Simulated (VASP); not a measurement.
Input of a VASP 6.6.1 run:

File INCAR:

```
SYSTEM = AgBr
  ALGO = Normal
  EDIFF = 1E-8
  ENCUT = 500
  GGA = PS
  GGA_COMPAT = .FALSE.
  IBRION = 6
  ISIF = 3
  ISMEAR = 0
  LASPH = .TRUE.
  LCHARG = .FALSE.
  LREAL = .FALSE.
  LWAVE = .FALSE.
  NELM = 120
  NFREE = 2
  NSW = 1
  POTIM = 0.015
  PREC = Accurate
  SIGMA = 0.01
```

Contents of KPOINTS:

```
k-points
0
G
  8 8 8
  0 0 0
```

The input POSCAR:

```
AgBr
1.0
    0.0000000000      2.7427185138      2.7427185138
    2.7427185138      0.0000000000      2.7427185138
    2.7427185138      2.7427185138      0.0000000000
Ag Br
1 1
Direct
    0.0000000000      0.0000000000      0.0000000000
    0.5000000000      0.5000000000      0.5000000000
```

Potentials or basis: VASP PAW PBE potentials, release 64 (Ag, Br).

The run is started by

```bash
$ cat potpaw_PBE.64/Ag/POTCAR potpaw_PBE.64/Br/POTCAR > POTCAR
$ mpirun -np 1 vasp_std > vasp.out
```

Q: Estimate the elastic constants C11, C12, C44.

A: 138, 52, 3 GPa.

Q: Predict the Voigt bulk modulus.

A: 80 GPa.

Q: What does it give for the highest phonon frequency at Γ, LO-TO splitting left out?

A: 123 cm⁻¹.

Elastic tensor in Voigt notation (GPa, in the Cartesian axes of the cell as first typed):
```
138  52  52   0   0   0
 52 138  52   0   0   0
 52  52 138   0   0   0
  0   0   0   3   0   0
  0   0   0   0   3   0
  0   0   0   0   0   3
```

Caveat: the cell is under stress, which shifts elastic constants; the PAW data sets were made with another functional, which shifts forces and pressure a little.
